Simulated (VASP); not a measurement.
A run of VASP 6.6.1:

File POSCAR:

```
ZrC
1.0
    2.9161228722      0.0000000000      0.0000000000
    0.0000000000      2.9161228722      0.0000000000
    0.0000000000      0.0000000000      2.9161228722
Zr C
1 1
Direct
    0.0000000000      0.0000000000      0.0000000000
    0.5000000000      0.5000000000      0.5000000000
```

The input INCAR.step1:

```
SYSTEM = ZrC
  PREC = Accurate
  ENCUT = 660
  ISMEAR = 0
  SIGMA = 0.05
  LREAL = .FALSE.
  LASPH = .TRUE.
  NELM = 120
  NBANDS = 15
  GGA = PE
  ALGO = Normal
  EDIFF = 1E-5
  LWAVE = .TRUE.
  LCHARG = .FALSE.
  GGA_COMPAT = .FALSE.
```

File INCAR.step2:

```
SYSTEM = ZrC
  PREC = Accurate
  ENCUT = 660
  EDIFF = 1E-6
  ISMEAR = 0
  SIGMA = 0.05
  LREAL = .FALSE.
  LASPH = .TRUE.
  NELM = 120
  ALGO = Normal
  ISIF = 2
  LWAVE = .FALSE.
  LCHARG = .FALSE.
  METAGGA = R2SCAN
  LMIXTAU = .TRUE.
  NBANDS = 15
  ISTART = 1
  GGA_COMPAT = .FALSE.
```

Contents of KPOINTS:

```
Automatic mesh
0
G
  12 12 12
  0 0 0
```

Potentials or basis: VASP PAW PBE potentials, release 64 (Zr_sv, C).

Launch:

```console
$ cat potpaw_PBE.64/Zr_sv/POTCAR potpaw_PBE.64/C/POTCAR > POTCAR
$ cp INCAR.step1 INCAR
$ mpirun -np 1 vasp_std > vasp.out
$ cp INCAR.step2 INCAR
$ mpirun -np 1 vasp_std > vasp.out
```

Hardware: 1 thread of Intel Xeon 8259CL, with other jobs on the host.

Q: How long does it take, and how much memory?

A: It took 2.5 min on 1 thread of Intel Xeon 8259CL (shared host), peak memory 0.18 GiB. Counts: k points 84.
